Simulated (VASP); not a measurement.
The system is TlSbO2.

```
Tl Sb O
1.0
     1.75812    1.01505    6.47594
    -1.75812    1.01505    6.47594
     0.00000   -2.03010    6.47594
Tl Sb O
1 1 2
Cartesian
  1.7581 1.0151 6.4759
  0.0000 0.0000 9.7139
  0.0000 0.0000 4.4125
  0.0000 0.0000 15.0153
```

Program: VASP 6.6.1. Alike in all runs: task single point; no spin polarisation; cell as given; k mesh 8 × 8 × 8; cutoff (eV) 520; smearing fermi-dirac 0.02 eV.

Order these runs on this cell by their pressure, lowest first.
A. level LDA; potentials or basis VASP PAW LDA potentials, release 64 (Tl_d, Sb, O)
B. level PBE; potentials or basis VASP PAW PBE potentials, release 64 (Tl_d, Sb, O)
C. level r2SCAN; potentials or basis VASP PAW PBE potentials, release 64 (Tl_d, Sb, O)

A (-4.9 GPa), C (-0.6 GPa), B (2.3 GPa).

Caveats: the cell stands under tension (at least some runs); the PAW data sets were made with another functional, which shifts forces and pressure a little (at least some runs).
